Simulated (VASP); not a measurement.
LiTaH4: single point with PBE

Crystal: LiTaH4.

```
CELL_PARAMETERS angstrom
3.51289 0.00000 0.00000
0.00000 3.51289 0.00000
0.00000 0.00000 5.63839
ATOMIC_POSITIONS crystal
Li 0.50000 0.50000 0.50000
Ta 0.00000 0.00000 0.00000
H 0.00000 0.00000 0.66717
H 0.50000 0.00000 0.00000
H 0.00000 0.50000 0.00000
H 0.00000 0.00000 0.33283
```

- Program: VASP 6.6.1
- Task: single point
- Functional: PBE
- Potentials or basis: VASP PAW PBE potentials, release 64 (Li_sv, Ta_pv, H)
- Cutoff: 520 eV
- k mesh: 6 × 6 × 4
- Occupations: gaussian, width 0.1 eV
- Spin: no spin polarisation
- Dipole correction: no
- Further INCAR settings: ALGO = Normal; EDIFF = 1e-07; NBANDS = 18

```yaml
Largest_force: 0.019 eV/Å
Band_gap_on_the_k_mesh: zero (band 9 reaches 2.40 eV, above the bottom of band 10 at 0.07 eV)
```

Forces in eV/Å, atoms in the order of the input:
```
Li   0.000  0.000  0.000
Ta   0.000  0.000  0.000
H    0.000  0.000  0.019
H    0.000  0.000  0.000
H    0.000  0.000  0.000
H    0.000  0.000 -0.019
```

Levels at points of the mesh, in eV from the Fermi level:
```csv
k point,band 5,band 6,band 7,band 8,band 9,band 10,band 11,band 12,band 13,band 14
"(0.00, 0.00, 0.00)",-8.43,-6.47,-5.40,-2.09,1.55,1.55,2.10,3.44,5.91,6.82
"(0.50, 0.00, 0.00)",-7.19,-5.03,-3.86,-0.89,-0.83,0.71,1.76,2.38,2.76,4.33
"(0.50, 0.50, 0.00)",-4.61,-3.04,-3.04,-1.80,-0.19,-0.19,-0.01,2.09,3.19,3.48
"(0.00, 0.00, 0.50)",-8.30,-6.47,-4.77,-3.74,1.45,1.45,2.10,4.91,6.75,7.44
"(0.50, 0.00, 0.50)",-7.09,-3.84,-3.81,-3.41,-1.24,0.72,1.71,2.47,4.34,4.73
"(0.50, 0.50, 0.50)",-3.14,-2.97,-2.97,-2.81,-1.80,-0.59,-0.59,2.09,3.42,4.65
```

Run time: 20 s on 1 thread of Intel(R) Xeon(R) 6975P-C (Granite Rapids), with other jobs on the host, peak memory 0.19 GiB.

Caveat: spin-orbit coupling is left out, which moves the levels of the heavy elements.
